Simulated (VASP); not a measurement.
## HgTe: single point with HSE06

The system is HgTe.

```
Hg Te
1.0
     0.01096    3.30012    3.30012
     3.30012    0.01096    3.30012
     3.30012    3.30012    0.01096
Hg Te
1 1
Direct
  0.00033 0.00033 0.00033
  0.24967 0.24967 0.24967
```

This cell differs from its parent crystal: strain along [111] +0.5%.

```yaml
Program: VASP 6.6.1
Task: single point
Functional: HSE06
Potentials_or_basis: VASP PAW PBE potentials, release 64 (Hg, Te)
Cutoff: 520 eV
k_mesh: 4 × 4 × 4
Occupations: fermi-dirac, width 0.02 eV
Spin: no spin polarisation
Dipole_correction: no
Grid_for_exact_exchange_PRECFOCK: Normal
Further_INCAR_settings: ALGO = Normal; EDIFF = 1e-06; NBANDS = 16
Share_of_exact_exchange: 0.25
Screening_parameter: 0.2079 1/Å
```

```
Pressure               : -0.1 GPa
Largest force          : 0.005 eV/Å
Band gap on the k mesh : zero (filled and empty bands touch)
```

Forces on the atoms (eV/Å):
```
Hg   0.003  0.003  0.003
Te  -0.003 -0.003 -0.003
```

Levels at points of the mesh, in eV from the Fermi level:
| k point | band 7 | band 8 | band 9 | band 10 | band 11 | band 12 |
| --- | --- | --- | --- | --- | --- | --- |
| (0.00, 0.00, 0.00) | -0.29 | -0.04 | 0.00 | 0.00 | 5.04 | 5.08 |
| (0.50, 0.00, 0.00) | -5.51 | -0.99 | -0.97 | 1.32 | 5.85 | 5.85 |
| (0.50, 0.50, 0.00) | -5.54 | -2.24 | -2.21 | 2.58 | 3.21 | 9.00 |
| (0.50, 0.50, 0.50) | -5.52 | -0.96 | -0.96 | 1.37 | 5.87 | 5.87 |

Wall time 20 min on 1 thread of AMD EPYC 7R13 Processor (Zen 3) (shared host), peak memory 0.3 GiB.

Caveat: the k points lie up to 0.41 Å⁻¹ apart; the cell differs from its parent crystal (strain along [111] +0.5%); the PAW data sets were made with another functional, which shifts forces and pressure a little; spin-orbit coupling is left out, which moves the levels of the heavy elements.
